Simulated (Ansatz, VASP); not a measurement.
# Two plane-wave programs on PbS

The input POSCAR:

```
PbS
1.0
    0.0000000000      2.7729385555      2.7729385555
    2.7729385555      0.0000000000      2.7729385555
    2.7729385555      2.7729385555      0.0000000000
Pb S
1 1
Direct
    0.0000000000      0.0000000000      0.0000000000
    0.5000000000      0.5000000000      0.5000000000
```

INCAR.step1

```
ALGO = Normal ; EDIFF = 1E-4
ENCUT = 520 ; GGA = PE
ISMEAR = -1 ; LASPH = True
LCHARG = False ; LREAL = False
LWAVE = True ; NBANDS = 17
NELM = 100 ; PREC = Accurate
SIGMA = 0.05
```

INCAR.step2

```
ALGO = Normal ; EDIFF = 1E-7
ENCUT = 520 ; ISIF = 2
ISMEAR = -1 ; ISTART = 1
LASPH = True ; LCHARG = False
LMIXTAU = True ; LREAL = False
LWAVE = False ; METAGGA = R2SCAN
NBANDS = 17 ; NELM = 100
PREC = Accurate ; SIGMA = 0.05
```

The input KPOINTS:

```
k-points
0
Gamma
  12 12 12
```

Input for Ansatz:

```yaml
crystal:
  lattice:
    - [0.0, 2.7729385555, 2.7729385555]
    - [2.7729385555, 0.0, 2.7729385555]
    - [2.7729385555, 2.7729385555, 0.0]
  atoms:
    - { symbol: Pb, position: [0.0, 0.0, 0.0] }
    - { symbol: S, position: [0.5, 0.5, 0.5] }
kpoints:
  mp_grid: { grid: [12, 12, 12] }
scf:
  occupations: { method: fermi_dirac, width: 0.05 }
hamiltonian:
  xc: r2scan
  pseudopotentials: { kind: paw }
output:
  forces: true
  stress: true
  eigenvalues: true
  populations: true
```

Change from the starting cell: volume scaled by 0.8, PAW files.

Alike in both runs: task single point; functional r2SCAN; k mesh 12 × 12 × 12; occupations fermi-dirac, width 0.05 eV; no spin polarisation.

```csv
,VASP,Ansatz
version,VASP 6.6.1,Ansatz 0.2.0
potentials or method,"VASP PAW PBE potentials, release 64 (Pb_d, S)","PAW with Ansatz's default frozen-core files, scalar-relativistic"
plane-wave cutoff (eV),520,500
valence electrons in the cell,20,20
```

```csv
,VASP,Ansatz,Ansatz less VASP
pressure (GPa),20.6,20.6,-0.03
```

VASP's potentials were made for PBE, not for r2SCAN. With one functional, cell and mesh, what is left measures potentials, basis and numerics.

Neither program's run includes spin-orbit coupling.
